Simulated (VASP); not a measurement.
# PbO in VASP: a series of runs

Runs on PbO. Level: LDA. Tasks: single point.

All numbers are computed with VASP 6.6.1; they aren't measurements. Logs are shortened: lines on timing, memory, paths and dates and some standing lists are left out, and cuts for length are marked.

## (1) The cell of the first run

Symmetry: P4/nmm, No. 129, tetragonal system. The conventional cell has a = 3.895 Å, b = 3.895 Å, c = 5.022 Å, α = 90.00°, β = 90.00°, γ = 90.00°. Pb (site symmetry 4mm) has 4 O at 2.28 Å within 3.0 Å. Within 3.0 Å of O (site symmetry -4m2) lie 4 Pb at 2.28 Å and 4 O at 2.75 Å.

## (2) Single point, LDA (equal xx and yy strain of -2 %)

File INCAR:

```
PREC = Accurate
ENCUT = 520
EDIFF = 1E-7
ISMEAR = -1
SIGMA = 0.03
LREAL = F
LASPH = T
NELM = 100
ALGO = Normal
ISIF = 2
LWAVE = F
LCHARG = F
NBANDS = 28
```

File KPOINTS:

```
regular mesh
0
Gamma
  7 7 6
```

File POSCAR:

```
PbO
1.0
    3.8949120000      0.0000000000      0.0000000000
    0.0000000000      3.8949120000      0.0000000000
    0.0000000000      0.0000000000      5.0220000000
Pb O
2 2
Direct
    0.0000000000      0.5000000000      0.2351000000
    0.5000000000      0.0000000000      0.7649000000
    0.0000000000      0.0000000000      0.0000000000
    0.5000000000      0.5000000000      0.0000000000
```

Potentials or basis: VASP PAW LDA potentials, release 64 (Pb_d, O).

Run with:

```
$ cat potpaw_LDA.64/Pb_d/POTCAR potpaw_LDA.64/O/POTCAR > POTCAR
$ mpirun -np 1 vasp_std > vasp.out
```

OUTCAR:

```text
PREC = Accurate
   ENCUT = 520
   EDIFF = 1E-7
   ISMEAR = -1
   LREAL = F
   LASPH = T
   NELM = 100
   ISIF = 2

 ion  position               nearest neighbor table
   1  0.000  0.500  0.235-   3 2.28   4 2.28   3 2.28   4 2.28   2 3.63   2 3.63   2 3.63   2 3.63
                             2 3.83   2 3.83   2 3.83   2 3.83
   2  0.500  0.000  0.765-   3 2.28   4 2.28   4 2.28   3 2.28   1 3.63   1 3.63   1 3.63   1 3.63
                             1 3.83   1 3.83   1 3.83   1 3.83
   3  0.000  0.000  0.000-   1 2.28   2 2.28   1 2.28   2 2.28
   4  0.500  0.500  0.000-   1 2.28   2 2.28   2 2.28   1 2.28

  LATTYP: Found a simple tetragonal cell.
 ALAT       =     3.8949120000
 C/A-ratio  =     1.2893744454

  Lattice vectors:

 A1 = (   3.8949120000,   0.0000000000,   0.0000000000)
 A2 = (   0.0000000000,   3.8949120000,   0.0000000000)
 A3 = (   0.0000000000,   0.0000000000,   5.0220000000)

Analysis of symmetry for initial positions (statically):
=====================================================================
 Subroutine PRICEL returns:
 Original cell was already a primitive cell.

 Routine SETGRP: Setting up the symmetry group for a
 simple tetragonal supercell.

 Subroutine GETGRP returns: Found 16 space group operations
 (whereof  8 operations were pure point group operations)
 out of a pool of 16 trial point group operations.

The static configuration has the point symmetry D_2d.
 The point group associated with its full space group is D_4h.

Analysis of symmetry for dynamics (positions and initial velocities):
=====================================================================
 Subroutine PRICEL returns:
 Original cell was already a primitive cell.

 Routine SETGRP: Setting up the symmetry group for a
 simple tetragonal supercell.

 Subroutine GETGRP returns: Found 16 space group operations
 (whereof  8 operations were pure point group operations)
 out of a pool of 16 trial point group operations.

The dynamic configuration has the point symmetry D_2d.
 The point group associated with its full space group is D_4h.

 Subroutine INISYM returns: Found 16 space group operations
 (whereof  8 operations are pure point group operations),
 and found     1 'primitive' translations

----------------------------------------------------------------------------------------

                                     Primitive cell

  volume of cell :      76.1854

  direct lattice vectors                    reciprocal lattice vectors
     3.894912000  0.000000000  0.000000000     0.256745210  0.000000000  0.000000000
     0.000000000  3.894912000  0.000000000     0.000000000  0.256745210  0.000000000
     0.000000000  0.000000000  5.022000000     0.000000000  0.000000000  0.199123855

  length of vectors
     3.894912000  3.894912000  5.022000000     0.256745210  0.256745210  0.199123855

  position of ions in fractional coordinates (direct lattice)
     0.000000000  0.500000000  0.235100000
     0.500000000  0.000000000  0.764900000
     0.000000000  0.000000000  0.000000000
     0.500000000  0.500000000  0.000000000

  ion indices of the primitive-cell ions
   primitive index   ion index
                 1           1
                 2           2
                 3           3
                 4           4

----------------------------------------------------------------------------------------

 KPOINTS: regular mesh

Automatic generation of k-mesh.
 Grid dimensions read from file:
 generate k-points for:    7    7    6

 Generating k-lattice:

  Cartesian coordinates                     Fractional coordinates (reciprocal lattice)
     0.036677887  0.000000000  0.000000000     0.142857143  0.000000000  0.000000000
     0.000000000  0.036677887  0.000000000     0.000000000  0.142857143  0.000000000
     0.000000000  0.000000000  0.033187309     0.000000000  0.000000000  0.166666667

  Length of vectors
     0.036677887  0.036677887  0.033187309

  Shift w.r.t. Gamma in fractional coordinates (k-lattice)
     0.000000000  0.000000000  0.000000000

 Subroutine IBZKPT returns following result:
 ===========================================

 Found     40 irreducible k-points:

 Following reciprocal coordinates:
            Coordinates               Weight
  0.000000  0.000000  0.000000      1.000000
  0.142857  0.000000  0.000000      4.000000
  0.285714  0.000000  0.000000      4.000000
  0.428571  0.000000  0.000000      4.000000
  0.142857  0.142857  0.000000      4.000000
  0.285714  0.142857  0.000000      8.000000
[... 16 lines left out ...]
  0.285714  0.000000  0.333333      8.000000
  0.428571  0.000000  0.333333      8.000000
 [... further k-points ...]
   k-points           NKPTS =     40   k-points in BZ     NKDIM =     40   number of bands    NBANDS=     28
   number of dos      NEDOS =    301   number of ions     NIONS =      4
   total plane-waves  NPLWV =  36000
   dimension x,y,z NGX =    30 NGY =   30 NGZ =   40
   dimension x,y,z NGXF=    60 NGYF=   60 NGZF=   80
   ions per type =               2   2
   NGX,Y,Z   is equivalent  to a cutoff of  12.80, 12.80, 13.24 a.u.
   NGXF,Y,Z  is equivalent  to a cutoff of  25.61, 25.61, 26.48 a.u.
 SYSTEM =  unknown system
   PREC   = accura    normal or accurate (medium, high low for compatibility)
   ISTART =      0    job   : 0-new  1-cont  2-samecut
   ICHARG =      2    charge: 1-file 2-atom 10-const
   ISPIN  =      1    spin polarized calculation?
   LNONCOLLINEAR =      F non collinear calculations
   LSORBIT =      F    spin-orbit coupling
   LASPH  =      T    aspherical Exc in radial PAW
   ENCUT  =  520.0 eV  38.22 Ry    6.18 a.u.   7.24  7.24  9.34*2*pi/ulx,y,z
   NELM   =    100;   NELMIN=  2; NELMDL= -5     # of ELM steps
   EDIFF  = 0.1E-06   stopping-criterion for ELM
   LREAL  =      F    real-space projection
   EDIFFG = 0.1E-05   stopping-criterion for IOM
   NSW    =      0    number of steps for IOM
   IBRION =     -1    ionic relax: 0-MD 1-quasi-New 2-CG
   NFREE  =      0    steps in history (QN), initial steepest desc. (CG)
   ISIF   =      2    stress and relaxation
   ISYM   =      2    0-nonsym 1-usesym 2-fastsym
   POTIM  = 0.5000    time-step for ionic-motion
   TEBEG  =    0.0;   TEEND  =   0.0 temperature during run
   PSTRESS=    0.0 pullay stress
   NELECT =      40.0000    total number of electrons
   NUPDOWN=      -1.0000    fix difference up-down
   EMIN   =  10.00;   EMAX   =-10.00  energy-range for DOS
   EFERMI =   0.00;   METHOD = LEGACY
   ISMEAR =    -1;   SIGMA  =   0.03  broadening in eV -4-tet -1-fermi 0-gaus
   EFERMI_NEDOS =   21; number of points for ismear=-14 and -15
   IALGO  =     38    algorithm
   IMIX   =      4    mixing-type and parameters
     AMIX     =   0.40;   BMIX     =  1.00
     AMIX_MAG =   1.60;   BMIX_MAG =  1.00
  volume/ion in A,a.u.               =      19.05       128.53
  Fermi-wavevector in a.u.,A,eV,Ry     =   1.320700  2.495761 23.731939  1.744248
  Thomas-Fermi vector in A             =   2.450507
   LORBIT       =      0    0 simple, 1 ext, 2 COOP (PROOUT), +10 PAW based schemes
   GGA     = CA    functional components
   LHFCALC =     F    Hartree Fock is set to
   AEXX    =    0.0000 exact exchange contribution
   IVDW    =     0    specifies the selected vdW correction
   LEPSILON=     F    determine dielectric tensor
   LRPA    =     F    only Hartree local field effects (RPA)
 non-spin polarized calculation
  energy-cutoff  :      520.00
  volume of cell :       76.19
 maximum number of plane-waves:      2066
 NGX is ok and might be reduce to    30
   NGX = 15   NGY = 15   NGZ = 19

 number of electron      39.9999999 magnetization

 Free energy of the ion-electron system (eV)
  ---------------------------------------------------
  ext. energy  EPLUGINS =         0.00000000
  ---------------------------------------------------
  free energy    TOTEN  =       -24.38311573 eV

  energy without entropy =      -24.38311573  energy(sigma->0) =      -24.38311573

 E-fermi :   6.1166     XC(G=0): -10.4959

 val. band max:        5.4264780945   @ k =   0.0000   0.0000   0.0000
 cond. band min:       6.7601431886   @ k =   0.4286   0.4286   0.0000
 fundamental gap:      1.3336650941
 Fermi energy:         6.1166409321

 k-point     1 :       0.0000    0.0000    0.0000
  band No.  band energies     occupation
      1     -13.3132      2.00000
      2     -12.6327      2.00000
      3     -10.6981      2.00000
      4     -10.6981      2.00000
      5     -10.6235      2.00000
      6     -10.6098      2.00000
[... 20 lines left out ...]
     27      12.8967      0.00000
     28      13.4152      0.00000

 k-point     2 :       0.1429    0.0000    0.0000
  band No.  band energies     occupation
      1     -13.2599      2.00000
      2     -12.6519      2.00000
      3     -10.6866      2.00000
      4     -10.6845      2.00000
      5     -10.6077      2.00000
      6     -10.5905      2.00000
[... 20 lines left out ...]
     27      13.1828      0.00000
     28      14.8211      0.00000

 k-point     3 :       0.2857    0.0000    0.0000
  band No.  band energies     occupation
      1     -13.1260      2.00000
      2     -12.7141      2.00000
      3     -10.6553      2.00000
      4     -10.6480      2.00000
      5     -10.5720      2.00000
      6     -10.5361      2.00000
[... 20 lines left out ...]
     27      13.5563      0.00000
     28      16.9029      0.00000

 k-point     4 :       0.4286    0.0000    0.0000
  band No.  band energies     occupation
      1     -12.9659      2.00000
      2     -12.8219      2.00000
      3     -10.6130      2.00000
      4     -10.6036      2.00000
      5     -10.5702      2.00000
      6     -10.5694      2.00000
[... 578 lines left out ...]
     27      13.8114      0.00000
     28      14.8938      0.00000

 k-point    23 :       0.2857    0.0000    0.3333
  band No.  band energies     occupation
      1     -13.1233      2.00000
      2     -12.7133      2.00000
      3     -10.6577      2.00000
      4     -10.6198      2.00000
      5     -10.5819      2.00000
      6     -10.5715      2.00000
[... 20 lines left out ...]
     27      14.1592      0.00000
     28      16.2948      0.00000

 k-point    24 :       0.4286    0.0000    0.3333
  band No.  band energies     occupation
      1     -12.9730      2.00000
      2     -12.8289      2.00000
      3     -10.6471      2.00000
      4     -10.6183      2.00000
      5     -10.5892      2.00000
      6     -10.5689      2.00000
[... 20 lines left out ...]
     27      14.6496      0.00000
     28      15.4364      0.00000

 [... further k-points ...]
[... 5 lines left out ...]
  --------------------------------------------------------------------------------------
  -------------------------------------------------------------------------------------
  Total        1.2902803      1.2902803      0.7263196      0.0000000      0.0000000      0.0000000
  in kB       27.1345511     27.1345511     15.2744772      0.0000000      0.0000000      0.0000000
  external PRESSURE =      23.1811931 kB  Pullay stress =       0.0000000 kB

 VOLUME and BASIS-vectors are now :
 -----------------------------------------------------------------------------
  energy-cutoff  :      520.00
  volume of cell :       76.19
      direct lattice vectors                 reciprocal lattice vectors
     3.894912000  0.000000000  0.000000000     0.256745210  0.000000000  0.000000000
     0.000000000  3.894912000  0.000000000     0.000000000  0.256745210  0.000000000
     0.000000000  0.000000000  5.022000000     0.000000000  0.000000000  0.199123855

 POSITION                                       TOTAL-FORCE (eV/Angst)
 -----------------------------------------------------------------------------------
      0.00000      1.94746      1.18067         0.000000      0.000000      0.408701
      1.94746      0.00000      3.84133         0.000000      0.000000     -0.408701
      0.00000      0.00000      0.00000         0.000000      0.000000     -0.000000
      1.94746      1.94746      0.00000         0.000000      0.000000     -0.000000
 -----------------------------------------------------------------------------------
    total drift:                                0.000000      0.000000     -0.000000

  FREE ENERGIE OF THE ION-ELECTRON SYSTEM (eV)
  ---------------------------------------------------
  free  energy   TOTEN  =       -24.3831157286 eV

  energy  without entropy=      -24.3831157286  energy(sigma->0) =      -24.38311573
```

It took 2.8 min on 1 thread of AMD EPYC 7R13, shared host; peak memory 0.17 GiB.

What came out:

| Property | Result |
| --- | --- |
| Free energy | -24.3831 eV |
| Pressure | 2.3 GPa |
| Largest force | 0.409 eV/Å |
| Band gap on the k mesh | 1.33 eV (least direct gap 2.32 eV) |

Forces in eV/Å, atoms in the order of the input:
```
Pb   0.000  0.000  0.409
Pb   0.000  0.000 -0.409
O    0.000  0.000  0.000
O    0.000  0.000  0.000
```

Stress tensor (GPa, compression positive):
```
2.71 0.00 0.00
0.00 2.71 0.00
0.00 0.00 1.53
```

Caveat: the cell differs from its parent crystal (equal xx and yy strain of -2 %); spin-orbit coupling is left out, which moves the levels of the heavy elements.

(Part 1 of 2 ends here.)
